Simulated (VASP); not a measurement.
# V (Im-3m) in VASP: notebook, part 2 of 2

VASP 6.6.1. Earlier steps stand in the parts before.

## Step 4: Electric field gradients, r2SCAN (volume scaled by 0.9405)

File POSCAR:

```
V
1.0
   -1.4610173538      1.4610173538      1.4610173538
    1.4610173538     -1.4610173538      1.4610173538
    1.4610173538      1.4610173538     -1.4610173538
V
1
Direct
    0.0000000000      0.0000000000      0.0000000000
```

File INCAR.step1:

```
PREC     = Accurate       # precision mode
ENCUT    = 520            # plane-wave cutoff, eV
ISMEAR   = -1             # smearing method
SIGMA    = 0.03           # smearing width, eV
LREAL    = False          # projectors in reciprocal space
LASPH    = True           # aspherical terms in the spheres
NELM     = 60             # most SCF steps
NBANDS   = 12             # bands
GGA      = PE             # functional
ALGO     = Normal         # electronic algorithm
EDIFF    = 1E-4           # SCF threshold, eV
LWAVE    = True           # write WAVECAR
LCHARG   = False          # write CHGCAR
```

File INCAR.step2:

```
PREC     = Accurate       # precision mode
ENCUT    = 520            # plane-wave cutoff, eV
EDIFF    = 1E-8           # SCF threshold, eV
ISMEAR   = -1             # smearing method
SIGMA    = 0.03           # smearing width, eV
LREAL    = False          # projectors in reciprocal space
LASPH    = True           # aspherical terms in the spheres
NELM     = 60             # most SCF steps
ALGO     = Normal         # electronic algorithm
ISIF     = 2              # what is computed and relaxed
LWAVE    = False          # write WAVECAR
LCHARG   = False          # write CHGCAR
METAGGA  = R2SCAN         # meta-GGA
LMIXTAU  = True         
LEFG     = True         
NBANDS   = 12             # bands
ISTART   = 1
```

File KPOINTS:

```
regular mesh
0
Gamma
  15 15 15
```

Potentials or basis: VASP PAW PBE potentials, release 64 (V_sv).

The run is started by

```
$ cat potpaw_PBE.64/V_sv/POTCAR > POTCAR
$ cp INCAR.step1 INCAR
$ mpirun -np 1 vasp_std > vasp.out
$ cp INCAR.step2 INCAR
$ mpirun -np 1 vasp_std > vasp.out
```

OUTCAR:

```text
PREC = Accurate
   ENCUT = 520
   EDIFF = 1E-8
   ISMEAR = -1
   LREAL = False
   LASPH = True
   NELM = 60
   ISIF = 2
   METAGGA = R2SCAN
   ISTART = 1

 ion  position               nearest neighbor table
   1  0.000  0.000  0.000-

  LATTYP: Found a body centered cubic cell.
 ALAT       =     2.9220347076

  Lattice vectors:

 A1 = (  -1.4610173538,   1.4610173538,   1.4610173538)
[... 566 lines left out ...]
    total drift:                                0.000000     -0.000000      0.000000

  FREE ENERGIE OF THE ION-ELECTRON SYSTEM (eV)
  ---------------------------------------------------
  free  energy   TOTEN  =       -14.0992983680 eV

  energy  without entropy=      -14.0961091933  energy(sigma->0) =      -14.09770378

 Electric field gradients (V/A^2)
---------------------------------------------------------------------
 ion       V_xx      V_yy      V_zz      V_xy      V_xz      V_yz
---------------------------------------------------------------------
   1      -0.000    -0.000    -0.000    -0.000    -0.000    -0.000
---------------------------------------------------------------------

 Electric field gradients after diagonalization (V/A^2)
 (convention: |V_zz| > |V_xx| > |V_yy|)
----------------------------------------------------------------------
 ion       V_xx      V_yy      V_zz     asymmetry (V_yy - V_xx)/ V_zz
----------------------------------------------------------------------
   1       0.000     0.000    -0.000       0.000
----------------------------------------------------------------------

           NMR quadrupolar parameters

 Cq : quadrupolar parameter    Cq=e*Q*V_zz/h
 eta: asymmetry parameters     (V_yy - V_xx)/ V_zz
 Q  : nuclear electric quadrupole moment in mb (millibarn)
----------------------------------------------------------------------
 ion       Cq(MHz)       eta       Q (mb)
----------------------------------------------------------------------
   1      -0.000       0.000       1.000
----------------------------------------------------------------------
```

Wall time 64 s (1 thread of AMD EPYC 7R13 (Zen 3), shared host); peak memory 0.11 GiB.

Results:

| Item | Value |
| --- | --- |
| Free energy | -14.0993 eV |
| Pressure | 13.8 GPa |

Levels at points of the mesh, in eV from the Fermi level:
| k point | band 4 | band 5 | band 6 | band 7 | band 8 | band 9 |
| --- | --- | --- | --- | --- | --- | --- |
| (0.00, 0.00, 0.00) | -38.23 | -7.21 | 0.50 | 0.50 | 0.50 | 2.88 |

Caveat: the cell differs from its parent crystal (volume scaled by 0.9405); without QUAD_EFG the Cq values of the log hold for a quadrupole moment of 1 mb, not for the nuclei; the PAW data sets were made with another functional, which shifts forces and pressure a little.

## Step 5: Electric field gradients, r2SCAN

This run uses another cell than the first one, of 13.26 Å³/atom, 1.063 times its volume.

File POSCAR:

```
V
1.0
   -1.4911995862      1.4911995862      1.4911995862
    1.4911995862     -1.4911995862      1.4911995862
    1.4911995862      1.4911995862     -1.4911995862
V
1
Direct
    0.0000000000      0.0000000000      0.0000000000
```

File INCAR.step1:

```
PREC = Accurate
ENCUT = 520
ISMEAR = -1
SIGMA = 0.03
LREAL = False
LASPH = True
NELM = 80
NBANDS = 12
GGA = PE
ALGO = Normal
EDIFF = 1E-4
LWAVE = True
LCHARG = False
```

File INCAR.step2:

```
PREC = Accurate
ENCUT = 520
EDIFF = 1E-8
ISMEAR = -1
SIGMA = 0.03
LREAL = False
LASPH = True
NELM = 80
ALGO = Normal
ISIF = 2
LWAVE = False
LCHARG = False
METAGGA = R2SCAN
LMIXTAU = True
LEFG = True
NBANDS = 12
ISTART = 1
```

File KPOINTS:

```
Automatic mesh
0
Gamma
  15 15 15
```

Potentials or basis: VASP PAW PBE potentials, release 64 (V_sv).

The run is started by

```
$ cat potpaw_PBE.64/V_sv/POTCAR > POTCAR
$ cp INCAR.step1 INCAR
$ mpirun -np 1 vasp_std > vasp.out
$ cp INCAR.step2 INCAR
$ mpirun -np 1 vasp_std > vasp.out
```

OUTCAR:

```text
PREC = Accurate
   ENCUT = 520
   EDIFF = 1E-8
   ISMEAR = -1
   LREAL = False
   LASPH = True
   NELM = 80
   ISIF = 2
   METAGGA = R2SCAN
   ISTART = 1

 ion  position               nearest neighbor table
   1  0.000  0.000  0.000-

  LATTYP: Found a body centered cubic cell.
 ALAT       =     2.9823991724

  Lattice vectors:

 A1 = (  -1.4911995862,   1.4911995862,   1.4911995862)
 A2 = (   1.4911995862,  -1.4911995862,   1.4911995862)
 A3 = (   1.4911995862,   1.4911995862,  -1.4911995862)

Analysis of symmetry for initial positions (statically):
=====================================================================
 Subroutine PRICEL returns:
 Original cell was already a primitive cell.

 Routine SETGRP: Setting up the symmetry group for a
 body centered cubic supercell.

 Subroutine GETGRP returns: Found 48 space group operations
 (whereof 48 operations were pure point group operations)
 out of a pool of 48 trial point group operations.

The static configuration has the point symmetry O_h .

Analysis of symmetry for dynamics (positions and initial velocities):
=====================================================================
 Subroutine PRICEL returns:
 Original cell was already a primitive cell.

 Routine SETGRP: Setting up the symmetry group for a
 body centered cubic supercell.

 Subroutine GETGRP returns: Found 48 space group operations
 (whereof 48 operations were pure point group operations)
 out of a pool of 48 trial point group operations.

The dynamic configuration has the point symmetry O_h .

 Subroutine INISYM returns: Found 48 space group operations
 (whereof 48 operations are pure point group operations),
[... 152 lines left out ...]
      3     -28.5601      2.00000
      4     -28.5601      2.00000
      5       2.7633      2.00000
      6      10.3500      0.00000
      7      10.3501      0.00000
      8      10.3501      0.00000
      9      12.5696      0.00000
     10      12.5696      0.00000
     11      31.2194      0.00000
     12      31.2194      0.00000
[... 331 lines left out ...]
 k-point    24 :       0.4000    0.2000    0.0000
  band No.  band energies     occupation
      1     -56.1979      2.00000
      2     -29.4215      2.00000
      3     -29.0055      2.00000
      4     -28.6578      2.00000
      5       7.3869      2.00000
      6       8.7285      2.00000
      7       9.7085      1.98825
      8      12.4788      0.00000
      9      13.1414      0.00000
     10      16.5839      0.00000
     11      20.5033      0.00000
     12      23.9753      0.00000

 [... further k-points ...]
[... 5 lines left out ...]
  --------------------------------------------------------------------------------------
  -------------------------------------------------------------------------------------
  Total        0.0287840      0.0287840      0.0287840     -0.0000000     -0.0000000      0.0000000
  in kB        3.4769154      3.4769154      3.4769154     -0.0000000     -0.0000000      0.0000000
  external PRESSURE =       3.4769154 kB  Pullay stress =       0.0000000 kB

 VOLUME and BASIS-vectors are now :
 -----------------------------------------------------------------------------
  energy-cutoff  :      520.00
  volume of cell :       13.26
      direct lattice vectors                 reciprocal lattice vectors
    -1.491199586  1.491199586  1.491199586     0.000000000  0.335300522  0.335300522
     1.491199586 -1.491199586  1.491199586     0.335300522  0.000000000  0.335300522
     1.491199586  1.491199586 -1.491199586     0.335300522  0.335300522  0.000000000

 POSITION                                       TOTAL-FORCE (eV/Angst)
 -----------------------------------------------------------------------------------
      0.00000      0.00000      0.00000         0.000000     -0.000000      0.000000
 -----------------------------------------------------------------------------------
    total drift:                                0.000000     -0.000000     -0.000000

  FREE ENERGIE OF THE ION-ELECTRON SYSTEM (eV)
  ---------------------------------------------------
  free  energy   TOTEN  =       -14.1326554503 eV

  energy  without entropy=      -14.1280817722  energy(sigma->0) =      -14.13036861

 Electric field gradients (V/A^2)
---------------------------------------------------------------------
 ion       V_xx      V_yy      V_zz      V_xy      V_xz      V_yz
---------------------------------------------------------------------
   1      -0.000    -0.000    -0.000     0.002     0.002     0.002
---------------------------------------------------------------------

 Electric field gradients after diagonalization (V/A^2)
 (convention: |V_zz| > |V_xx| > |V_yy|)
----------------------------------------------------------------------
 ion       V_xx      V_yy      V_zz     asymmetry (V_yy - V_xx)/ V_zz
----------------------------------------------------------------------
   1      -0.002    -0.002     0.004       0.000
----------------------------------------------------------------------

           NMR quadrupolar parameters

 Cq : quadrupolar parameter    Cq=e*Q*V_zz/h
 eta: asymmetry parameters     (V_yy - V_xx)/ V_zz
 Q  : nuclear electric quadrupole moment in mb (millibarn)
----------------------------------------------------------------------
 ion       Cq(MHz)       eta       Q (mb)
----------------------------------------------------------------------
   1       0.000       0.000       1.000
----------------------------------------------------------------------
```

OSZICAR.step1:

```text
N       E                     dE             d eps       ncg     rms          rms(c)
DAV:   1     0.908567550847E+02    0.90857E+02   -0.71101E+03  2880   0.119E+03
DAV:   2    -0.909986514272E+01   -0.99957E+02   -0.96997E+02  2936   0.332E+02
DAV:   3    -0.103496984284E+02   -0.12498E+01   -0.12457E+01  3188   0.435E+01
DAV:   4    -0.103560370044E+02   -0.63386E-02   -0.63385E-02  3104   0.326E+00
DAV:   5    -0.103561133719E+02   -0.76367E-04   -0.76368E-04  3148   0.338E-01    0.187E+01
DAV:   6    -0.902088047111E+01    0.13352E+01   -0.30186E+00  2996   0.290E+01    0.179E+00
DAV:   7    -0.900343310391E+01    0.17447E-01   -0.25617E-02  3000   0.197E+00    0.105E+00
DAV:   8    -0.899528725595E+01    0.81458E-02   -0.44637E-03  3084   0.100E+00    0.599E-02
DAV:   9    -0.899533352068E+01   -0.46265E-04   -0.13011E-04  2488   0.166E-01
   1 F= -.89953335E+01 E0= -.89934394E+01  d E =-.378817E-02
```

It took 61 s on 1 thread of AMD EPYC 7R13 (Zen 3), shared host; peak memory 0.11 GiB.

Results:

```yaml
Free_energy: -14.1327 eV
Pressure: 0.3 GPa
```

Caveat: without QUAD_EFG the Cq values of the log hold for a quadrupole moment of 1 mb, not for the nuclei; the PAW data sets were made with another functional, which shifts forces and pressure a little.

## Step 6: Overview

```tsv
level	cell	gap on the mesh (eV)	pressure (GPa)
PBEsol	a = 2.531 Å, angles 109.5°, 1 atom	none	8.1
r2SCAN	a = 2.531 Å, angles 109.5°, 1 atom	none	13.8
r2SCAN	a = 2.583 Å, angles 109.5°, 1 atom	none	0.3
```

Alike in all rows: task electric field gradients; potentials or basis VASP PAW PBE potentials, release 64 (V_sv); no spin polarisation; k mesh 15 × 15 × 15; cutoff (eV) 520; smearing fermi-dirac 0.03 eV.

Caveats: the PAW data sets were made with another functional, which shifts forces and pressure a little.

Absolute energies hang on the potentials; compare differences alone.
